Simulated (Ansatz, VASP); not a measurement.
Cu2O: VASP beside Ansatz

```
CELL_PARAMETERS angstrom
4.29977 0.00000 0.00000
0.00000 4.29977 0.00000
0.00000 0.00000 4.29977
ATOMIC_POSITIONS crystal
Cu 0.25000 0.25000 0.25000
Cu 0.25000 0.75000 0.75000
Cu 0.75000 0.75000 0.25000
Cu 0.75000 0.25000 0.75000
O 0.00000 0.00000 0.00000
O 0.50000 0.50000 0.50000
```

Alike in both runs: functional PBE; k mesh 4 × 4 × 4; occupations gaussian, width 0.02 eV; no spin polarisation.

Ansatz relaxed the structure, and its values are those at the end. VASP's run is a single point on that final structure, the one shown.

```csv
,VASP,Ansatz
version,VASP 6.6.1,Ansatz 0.2.0
potentials or method,"VASP PAW PBE potentials, release 64 (Cu, O)","plane waves, PAW"
plane-wave cutoff (eV),600,420
valence electrons in the cell,56,88
```

VASP gave:

```
pressure (GPa) : 0.6
```

Task: Estimate Ansatz's values.

Result: Pressure (GPa): 0.0.

VASP's potentials hold 56 valence electrons a cell and Ansatz's 88, so a difference there can come from the potentials and not from the codes.
